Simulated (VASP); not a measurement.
Write the native input for VASP 6.6.1 that does the following.

- Task: single point
- Functional: r2SCAN
- Potentials or basis: VASP PAW PBE potentials, release 64 (Co)
- Cutoff: 520 eV
- k mesh: 9 × 9 × 5
- Occupations: fermi-dirac, width 0.05 eV
- Spin: collinear spin, ferromagnetic start
- Starting moments: [1.891, 1.891] μB
- Dipole correction: no
- Further INCAR settings: ALGO = Normal; EDIFF = 1e-06; NBANDS = 20

The system is Co.

```
Co
1.0
     2.47152    0.00000    0.00000
    -1.23576    2.14040    0.00000
     0.00000    0.00000    4.02711
Co
2
Cartesian
  0.0000 1.4269 1.0068
  1.2358 0.7135 3.0203
```

The input as run:

POSCAR

```
Co
1.0
    2.4715232260      0.0000000000      0.0000000000
   -1.2357616130      2.1404018997      0.0000000000
    0.0000000000      0.0000000000      4.0271144694
Co
2
Direct
    0.3333333333      0.6666666667      0.2500000000
    0.6666666667      0.3333333333      0.7500000000
```

INCAR.step1

```
PREC = Accurate
ENCUT = 520
ISMEAR = -1
SIGMA = 0.05
LREAL = F
LASPH = T
NELM = 150
ISPIN = 2
MAGMOM = 1.891 1.891
LMAXMIX = 4
NBANDS = 20
GGA = PE
ALGO = Normal
EDIFF = 1E-4
LWAVE = T
LCHARG = F
```

INCAR.step2

```
PREC = Accurate
ENCUT = 520
EDIFF = 1E-6
ISMEAR = -1
SIGMA = 0.05
LREAL = F
LASPH = T
NELM = 150
ALGO = Normal
ISIF = 2
LWAVE = F
LCHARG = T
ISPIN = 2
MAGMOM = 1.891 1.891
LORBIT = 11
LMAXMIX = 4
METAGGA = R2SCAN
LMIXTAU = T
LELF = T
LVHAR = T
NBANDS = 20
ISTART = 1
```

KPOINTS

```
regular mesh
0
Gamma
  9 9 5
```

Potentials or basis: VASP PAW PBE potentials, release 64 (Co).

Run with:

```console
$ cat potpaw_PBE.64/Co/POTCAR > POTCAR
$ cp INCAR.step1 INCAR
$ mpirun -np 1 vasp_std > vasp.out
$ cp INCAR.step2 INCAR
$ mpirun -np 1 vasp_std > vasp.out
```

Results of the run:

```
Pressure                                              : -0.5 GPa
Net moment                                            : 3.50 μB per cell
Site moments                                          : Co +1.81 μB
Valence electrons inside the program's atomic spheres : Co 8.33
```

Caveat: the PAW data sets were made with another functional, which shifts forces and pressure a little.

It took 95 s on 1 thread of Intel(R) Xeon(R) Platinum 8559C (Emerald Rapids), on a shared host, peak memory 0.15 GiB.
